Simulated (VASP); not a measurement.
Here is a VASP 6.6.1 calculation.

Contents of INCAR:

```
  ALGO = Normal
  EDIFF = 1E-8
  ENCUT = 400
  GGA = PS
  GGA_COMPAT = False
  ISIF = 2
  ISMEAR = -1
  LASPH = True
  LCHARG = False
  LEFG = True
  LREAL = False
  LWAVE = False
  NBANDS = 8
  NELM = 120
  PREC = Accurate
  SIGMA = 0.08
```

KPOINTS

```
k-points
0
Gamma
  10 10 9
```

The input POSCAR:

```
P
1.0
    4.2729048574      0.0213645243      0.0213645243
    0.0213645243      4.2729048574      0.0213645243
    0.0218900000      0.0218900000      4.3780000000
P
1
Direct
    0.0000000000      0.0000000000      0.0000000000
```

Potentials or basis: VASP PAW PBE potentials, release 64 (P).

Command:

```bash
$ cat potpaw_PBE.64/P/POTCAR > POTCAR
$ mpirun -np 1 vasp_std > vasp.out
```

Problem. Predict the pressure.

Solution. -3.8 GPa.

Problem. Predict the band gap on the k mesh.

Solution. Zero (an odd number of electrons rules out a gap without spin polarisation).

Stress tensor (GPa, compression positive):
```
-3.94 -0.04 -0.04
-0.04 -3.94 -0.04
-0.04 -0.04 -3.47
```

Caveat: the cell differs from its parent crystal (equal xy, yz and zx shear strains of +1 %); the cell stands under tension; the atoms stand far beyond bonding distance, and open shells without spin polarisation read as a metal; without QUAD_EFG the Cq values of the log hold for a quadrupole moment of 1 mb, not for the nuclei; the PAW data sets were made with another functional, which shifts forces and pressure a little.
